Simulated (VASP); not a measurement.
Write the native input for VASP 6.6.1 that does the following.

```
Task                   : single point
Functional             : PBE
Dispersion             : D3(BJ)
Potentials or basis    : VASP PAW PBE potentials, release 64 (P)
Cutoff                 : 520 eV
k mesh                 : 9 × 9 × 1
Occupations            : gaussian, width 0.02 eV
Spin                   : no spin polarisation
Dipole correction      : yes
Further INCAR settings : ALGO = Normal; EDIFF = 1e-07; NBANDS = 12
```

The structure of P lies in POSCAR:

```
P
1.0
    3.2610000000      0.0000000000      0.0000000000
   -1.6305000000      2.8241088418      0.0000000000
    0.0000000000      0.0000000000     28.0000000000
P
2
Direct
    0.3333333333      0.6666666667      0.5095357143
    0.6666666667      0.3333333333      0.4904642857
```

One way to write it, as run:

INCAR

```
SYSTEM = P
PREC = Accurate ; ENCUT = 520
EDIFF = 1E-7 ; ISMEAR = 0
SIGMA = 0.02 ; LREAL = .FALSE.
LASPH = .TRUE. ; NELM = 60
ALGO = Normal ; ISIF = 2
LWAVE = .FALSE. ; LCHARG = .TRUE.
LDIPOL = .TRUE. ; IDIPOL = 3
DIPOL = 0.5 0.5 0.500 ; GGA = PE
IVDW = 12 ; LELF = .TRUE.
LVHAR = .TRUE. ; LVACPOTAV = .TRUE.
NBANDS = 12
```

KPOINTS

```
regular mesh
0
G
  9 9 1
  0 0 0
```

Potentials or basis: VASP PAW PBE potentials, release 64 (P).

The run is started by

```console
$ cat potpaw_PBE.64/P/POTCAR > POTCAR
$ mpirun -np 1 vasp_std > vasp.out
```

Results of the run:

The largest force is 4.173 eV/Å and the band gap on the k mesh is zero (band 5 reaches -1.84 eV, above the bottom of band 6 at -3.61 eV). The dispersion energy per atom is -0.220 eV, the work function of the upper face is 3.90 eV and the work function of the lower face is 3.90 eV.

Wall time 2.5 min on 1 thread of Intel(R) Xeon(R) Platinum 8259CL CPU @ 2.50GHz (Skylake/Cascade Lake), on a shared host, peak memory 0.33 GiB.
